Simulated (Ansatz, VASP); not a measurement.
## One calculation of ZnO, two programs

The input POSCAR:

```
ZnO
1.0
    3.2353408696      0.0000000000      0.0000000000
   -1.6176704348      2.8018873830      0.0000000000
    0.0000000000      0.0000000000      5.1067327796
Zn O
2 2
Direct
    0.3333333333      0.6666666667     -0.0051370716
    0.6666666667      0.3333333333      0.4948629284
    0.3333333333      0.6666666667      0.3801370716
    0.6666666667      0.3333333333      0.8801370716
```

Contents of INCAR.step1:

```
SYSTEM = ZnO
PREC = Accurate
ENCUT = 520
ISMEAR = 0
SIGMA = 0.01
LREAL = .False.
LASPH = .True.
NELM = 100
NBANDS = 26
GGA = PE
ALGO = Normal
EDIFF = 1E-4
LWAVE = .True.
LCHARG = .False.
```

Contents of INCAR.step2:

```
SYSTEM = ZnO
PREC = Accurate
ENCUT = 520
EDIFF = 1E-6
ISMEAR = 0
SIGMA = 0.01
LREAL = .False.
LASPH = .True.
NELM = 100
ALGO = Normal
ISIF = 2
LWAVE = .False.
LCHARG = .False.
METAGGA = R2SCAN
LMIXTAU = .True.
NBANDS = 26
ISTART = 1
```

KPOINTS

```
regular mesh
0
Gamma
  12 12 6
  0 0 0
```

Input for Ansatz:

```yaml
crystal:
  lattice:
    - [3.2353408696, 0.0, 0.0]
    - [-1.6176704348, 2.801887383, 0.0]
    - [0.0, 0.0, 5.1067327796]
  atoms:
    - { symbol: Zn, position: [0.3333333333, 0.6666666667, -0.0051370716] }
    - { symbol: Zn, position: [0.6666666667, 0.3333333333, 0.4948629284] }
    - { symbol: O, position: [0.3333333333, 0.6666666667, 0.3801370716] }
    - { symbol: O, position: [0.6666666667, 0.3333333333, 0.8801370716] }
kpoints:
  mp_grid: { grid: [12, 12, 6] }
  band_path:
    path:
      - [0.0, 0.0, 0.0]
      - [0.5, 0.0, 0.0]
      - [0.3333333333, 0.3333333333, 0.0]
      - [0.0, 0.0, 0.5]
      - [0.5, 0.0, 0.5]
      - [0.3333333333, 0.3333333333, 0.5]
    npoints: 1
hamiltonian:
  xc: r2scan
scf:
  occupations: { method: fixed }
  n_extra_bands: 5
output:
  forces: true
  stress: true
  eigenvalues: true
```

Change from the starting cell: uniaxial_z strain -2.0%.

Alike in both runs: task single point; functional r2SCAN; k mesh 12 × 12 × 6; no spin polarisation.

|  | VASP | Ansatz |
| --- | --- | --- |
| version | VASP 6.6.1 | Ansatz 0.2.0 |
| potentials or method | VASP PAW PBE potentials, release 64 (Zn, O) | plane waves, PAW |
| plane-wave cutoff (eV) | 520 | 500 |
| occupations | gaussian, width 0.01 eV | fixed |
| valence electrons in the cell | 36 | 36 |

```tsv
	VASP	Ansatz	Ansatz less VASP
gap on the k mesh at the Fermi level (eV)	1.29	1.29	+0.002
pressure (GPa)	4.2	3.1	-1.13
traceless stress, the component that is largest in VASP (GPa)	1.34	1.31	-0.032
rms of the force components (eV/Å)	0.003	0.000	-0.0033
```

VASP's potentials were made for PBE, not for r2SCAN. Atom by atom the forces differ by 0.003 eV/Å (rms over components).
